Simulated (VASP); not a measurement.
Runs of VASP 6.6.1 on BeS. The structure is cubic, space group F-43m (No. 216). Conventional cell: a = 4.869 Å, b = 4.869 Å, c = 4.869 Å, α = 90.00°, β = 90.00°, γ = 90.00°. Within 2.8 Å of Be (site symmetry -43m) lie 4 S at 2.11 Å. S (site symmetry -43m) has 4 Be at 2.11 Å within 2.8 Å. 

```tsv
task	level	potentials or basis	k mesh	cutoff (eV)	grid for exact exchange (PRECFOCK)	screening parameter	GW scheme	GW iterations	cutoff of the response function	gap on the mesh (eV)	pressure (GPa)
single point	HSE06	VASP PAW PBE potentials, release 64 (Be, S)	4 × 4 × 4	520	Normal	0.2079 1/Å	-	-	-	(a)	(b)
single point	PBE	VASP PAW PBE potentials, release 64 (Be, S)	4 × 4 × 4	520	-	-	-	-	-	3.12	1.0
single point	LDA	VASP PAW LDA potentials, release 64 (Be, S)	4 × 4 × 4	520	-	-	-	-	-	2.91	-3.7
single point	PBE	VASP PAW PBE potentials, release 64 (Be, S)	6 × 6 × 6	520	-	-	-	-	-	3.14	0.5
single point	r2SCAN	VASP PAW PBE potentials, release 64 (Be, S)	4 × 4 × 4	520	-	-	-	-	-	3.59	(c)
```

Alike in all rows: no spin polarisation; cell as given; smearing gaussian 0.01 eV.

Problem. Fill in the values left out.

Solution. (a) 4.08; (b) -0.6; (c) 0.8.

Caveats: some runs use coarse meshes; the PAW data sets were made with another functional, which shifts forces and pressure a little (some runs).

A k mesh can miss the band edges.
